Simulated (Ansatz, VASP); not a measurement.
## Se: VASP beside Ansatz

```
Se
1.0
     4.28570    0.00000    0.00000
    -2.14285    3.71152    0.00000
     0.00000    0.00000    9.09483
Se
4
Direct
  0.33333 0.66667 0.46383
  0.66667 0.33333 0.96383
  0.66667 0.33333 0.53617
  0.33333 0.66667 0.03617
```

Alike in both runs: functional r2SCAN; k mesh 6 × 6 × 4; occupations gaussian, width 0.1 eV; no spin polarisation.

Ansatz relaxed the structure, and its values are those at the end. VASP's run is a single point on that final structure, the one shown.

```csv
,VASP,Ansatz
version,VASP 6.6.1,Ansatz 0.2.0
potentials or method,"VASP PAW PBE potentials, release 64 (Se), cutoff 520 eV","scalar-relativistic, plane waves, PAW"
valence electrons in the cell,24,64
```

```csv
,VASP,Ansatz,Ansatz less VASP
gap on the k mesh at the Fermi level (eV),none,none,-
pressure (GPa),0.1,0.1,+0.03
```

VASP's potentials were made for PBE, not for r2SCAN. A gap of «none» marks a metal or a gap that the smearing closes. VASP's potentials hold 24 valence electrons a cell and Ansatz's 64, so a difference there can come from the potentials and not from the codes.
